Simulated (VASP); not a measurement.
# PbSe (Fm-3m) in VASP: further runs

Runs on PbSe. Level: PBE0. Tasks: single point.

Everything below comes from runs of VASP 6.6.1. Logs are shortened: lines on timing, memory, paths and dates and some standing lists are left out, and cuts for length are marked.

### 1 The cell of the first run

It takes space group Fm-3m (No. 225, cubic). Conventional cell: a = 6.080 Å, b = 6.080 Å, c = 6.080 Å, α = 90.00°, β = 90.00°, γ = 90.00°. Pb (site symmetry m-3m) has 6 Se at 3.04 Å within 4.0 Å. Within 4.0 Å of Se (site symmetry m-3m) lie 6 Pb at 3.04 Å.

### 2 Single point, PBE0

Contents of POSCAR:

```
PbSe
1.0
    0.0000000000      3.0401081059      3.0401081059
    3.0401081059      0.0000000000      3.0401081059
    3.0401081059      3.0401081059      0.0000000000
Pb Se
1 1
Direct
    0.0000000000      0.0000000000      0.0000000000
    0.5000000000      0.5000000000      0.5000000000
```

Contents of INCAR.step1:

```
SYSTEM = PbSe
PREC     = Accurate       ! precision mode
ENCUT    = 520            ! plane-wave cutoff, eV
EDIFF    = 1E-5           ! SCF threshold, eV
ISMEAR   = -1             ! smearing method
SIGMA    = 0.05           ! smearing width, eV
LREAL    = .FALSE.        ! projectors in reciprocal space
LASPH    = .TRUE.         ! aspherical terms in the spheres
NELM     = 80             ! most SCF steps
ALGO     = Normal         ! electronic algorithm
ISIF     = 2              ! what is computed and relaxed
LWAVE    = .TRUE.         ! write WAVECAR
LCHARG   = .FALSE.        ! write CHGCAR
GGA      = PE             ! functional
NBANDS   = 17             ! bands
```

Contents of INCAR.step2:

```
SYSTEM = PbSe
PREC     = Accurate       ! precision mode
ENCUT    = 520            ! plane-wave cutoff, eV
EDIFF    = 1E-6           ! SCF threshold, eV
ISMEAR   = -1             ! smearing method
SIGMA    = 0.05           ! smearing width, eV
LREAL    = .FALSE.        ! projectors in reciprocal space
LASPH    = .TRUE.         ! aspherical terms in the spheres
NELM     = 80             ! most SCF steps
ALGO     = Normal         ! electronic algorithm
ISIF     = 2              ! what is computed and relaxed
LWAVE    = .FALSE.        ! write WAVECAR
LCHARG   = .FALSE.        ! write CHGCAR
GGA      = PE             ! functional
LHFCALC  = .TRUE.         ! exact exchange
AEXX     = 0.25           ! exact-exchange fraction
PRECFOCK = Normal       
ISTART   = 1            
NBANDS   = 17             ! bands
```

Contents of KPOINTS:

```
Automatic mesh
0
G
  4 4 4
  0 0 0
```

Potentials or basis: VASP PAW PBE potentials, release 64 (Pb_d, Se).

Command:

```console
$ cat potpaw_PBE.64/Pb_d/POTCAR potpaw_PBE.64/Se/POTCAR > POTCAR
$ cp INCAR.step1 INCAR
$ mpirun -np 1 vasp_std > vasp.out
$ cp INCAR.step2 INCAR
$ mpirun -np 1 vasp_std > vasp.out
```

OUTCAR:

```text
SYSTEM = PbSe
   PREC = Accurate
   ENCUT = 520
   EDIFF = 1E-6
   ISMEAR = -1
   LREAL = .FALSE.
   LASPH = .TRUE.
   NELM = 80
   ISIF = 2
   GGA = PE
   LHFCALC = .TRUE.
   AEXX = 0.25
   PRECFOCK = Normal
   ISTART = 1

 ion  position               nearest neighbor table
   1  0.000  0.000  0.000-   2 3.04   2 3.04   2 3.04   2 3.04   2 3.04   2 3.04
   2  0.500  0.500  0.500-   1 3.04   1 3.04   1 3.04   1 3.04   1 3.04   1 3.04

  LATTYP: Found a face centered cubic cell.
 ALAT       =     6.0802162118

  Lattice vectors:

 A1 = (   0.0000000000,   3.0401081059,   3.0401081059)
 A2 = (   3.0401081059,   0.0000000000,   3.0401081059)
 A3 = (   3.0401081059,   3.0401081059,   0.0000000000)

Analysis of symmetry for initial positions (statically):
=====================================================================
 Subroutine PRICEL returns:
 Original cell was already a primitive cell.

 Routine SETGRP: Setting up the symmetry group for a
 face centered cubic supercell.

 Subroutine GETGRP returns: Found 48 space group operations
 (whereof 48 operations were pure point group operations)
 out of a pool of 48 trial point group operations.

The static configuration has the point symmetry O_h .

Analysis of symmetry for dynamics (positions and initial velocities):
=====================================================================
 Subroutine PRICEL returns:
 Original cell was already a primitive cell.

 Routine SETGRP: Setting up the symmetry group for a
 face centered cubic supercell.

 Subroutine GETGRP returns: Found 48 space group operations
 (whereof 48 operations were pure point group operations)
 out of a pool of 48 trial point group operations.

The dynamic configuration has the point symmetry O_h .

 Subroutine INISYM returns: Found 48 space group operations
 (whereof 48 operations are pure point group operations),
 and found     1 'primitive' translations

----------------------------------------------------------------------------------------

                                     Primitive cell

  volume of cell :      56.1949

  direct lattice vectors                    reciprocal lattice vectors
     0.000000000  3.040108106  3.040108106    -0.164467836  0.164467836  0.164467836
     3.040108106  0.000000000  3.040108106     0.164467836 -0.164467836  0.164467836
     3.040108106  3.040108106  0.000000000     0.164467836  0.164467836 -0.164467836

  length of vectors
     4.299362114  4.299362114  4.299362114     0.284866647  0.284866647  0.284866647

  position of ions in fractional coordinates (direct lattice)
     0.000000000  0.000000000  0.000000000
     0.500000000  0.500000000  0.500000000

  ion indices of the primitive-cell ions
   primitive index   ion index
                 1           1
                 2           2

----------------------------------------------------------------------------------------

 KPOINTS: Automatic mesh

Automatic generation of k-mesh.
 Grid dimensions read from file:
 generate k-points for:    4    4    4

 Generating k-lattice:

  Cartesian coordinates                     Fractional coordinates (reciprocal lattice)
    -0.041116959  0.041116959  0.041116959     0.250000000  0.000000000  0.000000000
     0.041116959 -0.041116959  0.041116959     0.000000000  0.250000000  0.000000000
     0.041116959  0.041116959 -0.041116959     0.000000000  0.000000000  0.250000000

  Length of vectors
     0.071216662  0.071216662  0.071216662

  Shift w.r.t. Gamma in fractional coordinates (k-lattice)
     0.000000000  0.000000000  0.000000000

 Subroutine IBZKPT returns following result:
 ===========================================

 Found      8 irreducible k-points:

 Following reciprocal coordinates:
            Coordinates               Weight
  0.000000  0.000000  0.000000      1.000000
  0.250000  0.000000  0.000000      8.000000
  0.500000  0.000000  0.000000      4.000000
  0.250000  0.250000  0.000000      6.000000
  0.500000  0.250000  0.000000     24.000000
 -0.250000  0.250000  0.000000     12.000000
  0.500000  0.500000  0.000000      3.000000
 -0.250000  0.500000  0.250000      6.000000
   k-points           NKPTS =      8   k-points in BZ     NKDIM =     64   number of bands    NBANDS=     17
   number of dos      NEDOS =    301   number of ions     NIONS =      2
   total plane-waves  NPLWV =  32768
   dimension x,y,z NGX =    32 NGY =   32 NGZ =   32
   dimension x,y,z NGXF=    64 NGYF=   64 NGZF=   64
   ions per type =               1   1
   NGX,Y,Z   is equivalent  to a cutoff of  12.37, 12.37, 12.37 a.u.
   NGXF,Y,Z  is equivalent  to a cutoff of  24.75, 24.75, 24.75 a.u.
 SYSTEM =  PbSe
   PREC   = accura    normal or accurate (medium, high low for compatibility)
   ISTART =      1    job   : 0-new  1-cont  2-samecut
   ICHARG =      0    charge: 1-file 2-atom 10-const
   ISPIN  =      1    spin polarized calculation?
   LNONCOLLINEAR =      F non collinear calculations
   LSORBIT =      F    spin-orbit coupling
   LASPH  =      T    aspherical Exc in radial PAW
   ENCUT  =  520.0 eV  38.22 Ry    6.18 a.u.   7.99  7.99  7.99*2*pi/ulx,y,z
   NELM   =     80;   NELMIN=  2; NELMDL=  0     # of ELM steps
   EDIFF  = 0.1E-05   stopping-criterion for ELM
   LREAL  =      F    real-space projection
   EDIFFG = 0.1E-04   stopping-criterion for IOM
   NSW    =      0    number of steps for IOM
   IBRION =     -1    ionic relax: 0-MD 1-quasi-New 2-CG
   NFREE  =      0    steps in history (QN), initial steepest desc. (CG)
   ISIF   =      2    stress and relaxation
   ISYM   =      3    0-nonsym 1-usesym 2-fastsym
   POTIM  = 0.5000    time-step for ionic-motion
   TEBEG  =    0.0;   TEEND  =   0.0 temperature during run
   PSTRESS=    0.0 pullay stress
   NELECT =      20.0000    total number of electrons
   NUPDOWN=      -1.0000    fix difference up-down
   EMIN   =  10.00;   EMAX   =-10.00  energy-range for DOS
   EFERMI =   0.00;   METHOD = LEGACY
   ISMEAR =    -1;   SIGMA  =   0.05  broadening in eV -4-tet -1-fermi 0-gaus
   EFERMI_NEDOS =   21; number of points for ismear=-14 and -15
   IALGO  =     38    algorithm
   IMIX   =      1    mixing-type and parameters
     AMIX     =   0.40;   BMIX     =  1.00
     AMIX_MAG =   1.60;   BMIX_MAG =  1.00
  volume/ion in A,a.u.               =      28.10       189.61
  Fermi-wavevector in a.u.,A,eV,Ry     =   1.160163  2.192391 18.313156  1.345979
  Thomas-Fermi vector in A             =   2.296749
   LORBIT       =      0    0 simple, 1 ext, 2 COOP (PROOUT), +10 PAW based schemes
   GGA     = PE    functional components
   LHFCALC =     T    Hartree Fock is set to
   PRECFOCK=normal    Normal, Fast or Accurate (Low or Medium for compatibility)
   ENCUT4O =  -1.0   cutoff for four orbital integrals eV
   NKREDX  =     1    reduce k-point grid by
   NKREDY  =     1    reduce k-point grid by
   NKREDZ  =     1    reduce k-point grid by
   AEXX    =    0.2500 exact exchange contribution
   HFSCREEN=    0.0000 screening length (either q_TF or 0.3 A-1)
   HFSCREENC=   0.0000 screening length for correlation (either q_TF or 0.3 A-1)
   ENCUTFOCK=  -1.0 apply spherical cutoff to Coloumb kernel
   IVDW    =     0    specifies the selected vdW correction
   LEPSILON=     F    determine dielectric tensor
   LRPA    =     F    only Hartree local field effects (RPA)
 non-spin polarized calculation
  energy-cutoff  :      520.00
  volume of cell :       56.19
 maximum number of plane-waves:      1540
  NGX = 24; NGY = 24; NGZ = 24

 number of electron      20.0000005 magnetization

 Free energy of the ion-electron system (eV)
  ---------------------------------------------------
  ext. energy  EPLUGINS =         0.00000000
  ---------------------------------------------------
  free energy    TOTEN  =       -10.75474199 eV

  energy without entropy =      -10.75474153  energy(sigma->0) =      -10.75474176

 E-fermi :   5.3709     XC(G=0):  -7.6176

 val. band max:        4.7287705514   @ k =   0.5000   0.0000   0.0000
 cond. band min:       6.0129609214   @ k =   0.5000   0.0000   0.0000
 fundamental gap:      1.2841903700
 Fermi energy:         5.3708624061

 k-point     1 :       0.0000    0.0000    0.0000
  band No.  band energies     occupation
      1     -14.0402      2.00000
      2     -14.0402      2.00000
      3     -14.0313      2.00000
      4     -14.0313      2.00000
      5     -14.0313      2.00000
      6     -10.6151      2.00000
[... 9 lines left out ...]
     16      12.5130      0.00000
     17      14.1524      0.00000

 k-point     2 :       0.2500    0.0000    0.0000
  band No.  band energies     occupation
      1     -14.0551      2.00000
      2     -14.0551      2.00000
      3     -14.0302      2.00000
      4     -14.0148      2.00000
      5     -14.0148      2.00000
      6     -10.1060      2.00000
[... 9 lines left out ...]
     16      13.8348      0.00000
     17      17.5681      0.00000

 k-point     3 :       0.5000    0.0000    0.0000
  band No.  band energies     occupation
      1     -14.0708      2.00000
      2     -14.0708      2.00000
      3     -14.0299      2.00000
      4     -13.9971      2.00000
      5     -13.9971      2.00000
      6      -9.3819      2.00000
[... 9 lines left out ...]
     16      16.4651      0.00000
     17      16.5231      0.00000

 k-point     4 :       0.2500    0.2500    0.0000
  band No.  band energies     occupation
      1     -14.1004      2.00000
      2     -14.0413      2.00000
      3     -14.0301      2.00000
      4     -14.0082      2.00000
      5     -14.0082      2.00000
      6      -9.9115      2.00000
[... 9 lines left out ...]
     16      15.8888      0.00000
     17      15.8903      0.00000

 k-point     5 :       0.5000    0.2500    0.0000
  band No.  band energies     occupation
      1     -14.1311      2.00000
      2     -14.0439      2.00000
      3     -14.0331      2.00000
      4     -14.0013      2.00000
      5     -13.9919      2.00000
      6      -9.1717      2.00000
[... 9 lines left out ...]
     16      17.0367      0.00000
     17      17.7178      0.00000

 k-point     6 :      -0.2500    0.2500    0.0000
  band No.  band energies     occupation
      1     -14.0877      2.00000
      2     -14.0613      2.00000
      3     -14.0205      2.00000
      4     -14.0094      2.00000
      5     -14.0061      2.00000
      6      -9.4346      2.00000
[... 9 lines left out ...]
     16      15.7826      0.00000
     17      16.7168      0.00000

 k-point     7 :       0.5000    0.5000    0.0000
  band No.  band energies     occupation
      1     -14.1952      2.00000
      2     -14.0514      2.00000
      3     -14.0201      2.00000
      4     -13.9833      2.00000
      5     -13.9833      2.00000
      6      -8.9282      2.00000
[... 9 lines left out ...]
     16      18.1855      0.00000
     17      19.0736      0.00000

 k-point     8 :      -0.2500    0.5000    0.2500
  band No.  band energies     occupation
      1     -14.1522      2.00000
      2     -14.0447      2.00000
      3     -14.0186      2.00000
      4     -14.0186      2.00000
      5     -13.9833      2.00000
      6      -8.8987      2.00000
[... 9 lines left out ...]
     16      18.2929      0.00000
     17      19.0993      0.00000

------------------------ aborting loop because EDIFF is reached ----------------------------------------

  FORCE on cell =-STRESS in cart. coord.  units (eV):
  Direction    XX          YY          ZZ          XY          YZ          ZX
  --------------------------------------------------------------------------------------
  -------------------------------------------------------------------------------------
  Total        0.8176687      0.8176687      0.8176687      0.0000000      0.0000000     -0.0000000
  in kB       23.3126076     23.3126076     23.3126076      0.0000000      0.0000000     -0.0000000
  external PRESSURE =      23.3126076 kB  Pullay stress =       0.0000000 kB

 VOLUME and BASIS-vectors are now :
 -----------------------------------------------------------------------------
  energy-cutoff  :      520.00
  volume of cell :       56.19
      direct lattice vectors                 reciprocal lattice vectors
     0.000000000  3.040108106  3.040108106    -0.164467836  0.164467836  0.164467836
     3.040108106  0.000000000  3.040108106     0.164467836 -0.164467836  0.164467836
     3.040108106  3.040108106  0.000000000     0.164467836  0.164467836 -0.164467836

 POSITION                                       TOTAL-FORCE (eV/Angst)
 -----------------------------------------------------------------------------------
      0.00000      0.00000      0.00000         0.000000     -0.000000      0.000000
      3.04011      3.04011      3.04011        -0.000000      0.000000     -0.000000
 -----------------------------------------------------------------------------------
    total drift:                                0.000000     -0.000000      0.000001

  FREE ENERGIE OF THE ION-ELECTRON SYSTEM (eV)
  ---------------------------------------------------
  free  energy   TOTEN  =       -10.7547419872 eV

  energy  without entropy=      -10.7547415291  energy(sigma->0) =      -10.75474176
```

Wall time 6.6 min (1 thread of Intel Xeon Platinum 8488C (Sapphire Rapids), shared host); peak memory 0.19 GiB.

What came out:

```
Free energy            : -10.7547 eV
Pressure               : 2.3 GPa
Band gap on the k mesh : 1.28 eV
```

Caveat: the k points lie up to 0.45 Å⁻¹ apart; the PAW data sets were made with another functional, which shifts forces and pressure a little; spin-orbit coupling is left out, which moves the levels of the heavy elements. A k mesh can miss the band edges.

### 3 Single point, PBE0

This run uses another cell than the first one, of 28.67 Å³/atom.

Contents of POSCAR:

```
PbSe
1.0
    0.0000000000      3.0606500000      3.0606500000
    3.0606500000      0.0000000000      3.0606500000
    3.0606500000      3.0606500000      0.0000000000
Pb Se
1 1
Direct
    0.0000000000      0.0000000000      0.0000000000
    0.5000000000      0.5000000000      0.5000000000
```

Contents of INCAR.step1:

```
SYSTEM = PbSe
ALGO = Normal
EDIFF = 1E-5
ENCUT = 520
GGA = PE
ISIF = 2
ISMEAR = -1
LASPH = .TRUE.
LCHARG = .FALSE.
LREAL = .FALSE.
LWAVE = .TRUE.
NBANDS = 17
NELM = 60
PREC = Accurate
SIGMA = 0.05
```

Contents of INCAR.step2:

```
SYSTEM = PbSe
AEXX = 0.25
ALGO = Normal
EDIFF = 1E-7
ENCUT = 520
GGA = PE
ISIF = 2
ISMEAR = -1
ISTART = 1
LASPH = .TRUE.
LCHARG = .FALSE.
LHFCALC = .TRUE.
LREAL = .FALSE.
LWAVE = .FALSE.
NBANDS = 17
NELM = 60
PREC = Accurate
PRECFOCK = Normal
SIGMA = 0.05
```

Contents of KPOINTS:

```
k-points
0
G
  4 4 4
  0 0 0
```

Potentials or basis: VASP PAW PBE potentials, release 64 (Pb_d, Se).

Command:

```console
$ cat potpaw_PBE.64/Pb_d/POTCAR potpaw_PBE.64/Se/POTCAR > POTCAR
$ cp INCAR.step1 INCAR
$ mpirun -np 1 vasp_std > vasp.out
$ cp INCAR.step2 INCAR
$ mpirun -np 1 vasp_std > vasp.out
```

OUTCAR:

```text
SYSTEM = PbSe
   AEXX = 0.25
   EDIFF = 1E-7
   ENCUT = 520
   GGA = PE
   ISIF = 2
   ISMEAR = -1
   ISTART = 1
   LASPH = .TRUE.
   LHFCALC = .TRUE.
   LREAL = .FALSE.
   NELM = 60
   PREC = Accurate
   PRECFOCK = Normal

 ion  position               nearest neighbor table
   1  0.000  0.000  0.000-   2 3.06   2 3.06   2 3.06   2 3.06   2 3.06   2 3.06
   2  0.500  0.500  0.500-   1 3.06   1 3.06   1 3.06   1 3.06   1 3.06   1 3.06

  LATTYP: Found a face centered cubic cell.
 ALAT       =     6.1213000000
[... 339 lines left out ...]

  FORCE on cell =-STRESS in cart. coord.  units (eV):
  Direction    XX          YY          ZZ          XY          YZ          ZX
  --------------------------------------------------------------------------------------
  -------------------------------------------------------------------------------------
  Total        0.4095114      0.4095114      0.4095114      0.0000000      0.0000000     -0.0000000
  in kB       11.4420961     11.4420961     11.4420961      0.0000000      0.0000000     -0.0000000
  external PRESSURE =      11.4420961 kB  Pullay stress =       0.0000000 kB

 VOLUME and BASIS-vectors are now :
 -----------------------------------------------------------------------------
  energy-cutoff  :      520.00
  volume of cell :       57.34
      direct lattice vectors                 reciprocal lattice vectors
     0.000000000  3.060650000  3.060650000    -0.163363991  0.163363991  0.163363991
     3.060650000  0.000000000  3.060650000     0.163363991 -0.163363991  0.163363991
     3.060650000  3.060650000  0.000000000     0.163363991  0.163363991 -0.163363991

 POSITION                                       TOTAL-FORCE (eV/Angst)
 -----------------------------------------------------------------------------------
      0.00000      0.00000      0.00000        -0.000000     -0.000000     -0.000000
      3.06065      3.06065      3.06065         0.000000      0.000000      0.000000
 -----------------------------------------------------------------------------------
    total drift:                                0.000000      0.000000      0.000000

  FREE ENERGIE OF THE ION-ELECTRON SYSTEM (eV)
  ---------------------------------------------------
  free  energy   TOTEN  =       -10.7675488399 eV

  energy  without entropy=      -10.7675486222  energy(sigma->0) =      -10.76754873
```

OUTCAR.step1:

```text
SYSTEM = PbSe
   EDIFF = 1E-5
   ENCUT = 520
   GGA = PE
   ISIF = 2
   ISMEAR = -1
   LASPH = .TRUE.
[... 361 lines left out ...]
      0.00000      0.00000      0.00000        -0.000000      0.000000     -0.000000
      3.06065      3.06065      3.06065         0.000000      0.000000      0.000000
 -----------------------------------------------------------------------------------
    total drift:                                0.000000     -0.000000     -0.000000

  FREE ENERGIE OF THE ION-ELECTRON SYSTEM (eV)
  ---------------------------------------------------
  free  energy   TOTEN  =        -8.1690260942 eV

  energy  without entropy=       -8.1665176454  energy(sigma->0) =       -8.16777187
```

OSZICAR.step1:

```text
N       E                     dE             d eps       ncg     rms          rms(c)
DAV:   1     0.154442954164E+03    0.15444E+03   -0.95108E+03   272   0.120E+03
DAV:   2     0.285092648243E+01   -0.15159E+03   -0.14534E+03   289   0.305E+02
DAV:   3    -0.813863640908E+01   -0.10990E+02   -0.10898E+02   322   0.896E+01
DAV:   4    -0.844613904171E+01   -0.30750E+00   -0.30731E+00   342   0.159E+01
DAV:   5    -0.845604182995E+01   -0.99028E-02   -0.99024E-02   390   0.298E+00    0.276E+00
DAV:   6    -0.817096442342E+01    0.28508E+00   -0.72721E-01   419   0.567E+00    0.157E+00
DAV:   7    -0.816630064943E+01    0.46638E-02   -0.11731E-01   334   0.164E+00    0.878E-01
DAV:   8    -0.816950925223E+01   -0.32086E-02   -0.13771E-02   355   0.123E+00    0.195E-01
DAV:   9    -0.816895090876E+01    0.55834E-03   -0.32899E-03   406   0.520E-01    0.504E-02
DAV:  10    -0.816901875978E+01   -0.67851E-04   -0.25558E-04   331   0.904E-02    0.162E-02
DAV:  11    -0.816902609423E+01   -0.73344E-05   -0.36219E-05   335   0.584E-02
   1 F= -.81690261E+01 E0= -.81677719E+01  d E =-.250845E-02
```

Run time: 14 min. Hardware: 1 thread of Intel Xeon Platinum 8488C (Sapphire Rapids), shared host; peak memory 0.19 GiB.

What came out:

| Quantity | Value |
| --- | --- |
| Free energy | -10.7675 eV |
| Pressure | 1.1 GPa |
| Band gap on the k mesh | 1.36 eV |

Caveat: the k points lie up to 0.44 Å⁻¹ apart; the PAW data sets were made with another functional, which shifts forces and pressure a little; spin-orbit coupling is left out, which moves the levels of the heavy elements.
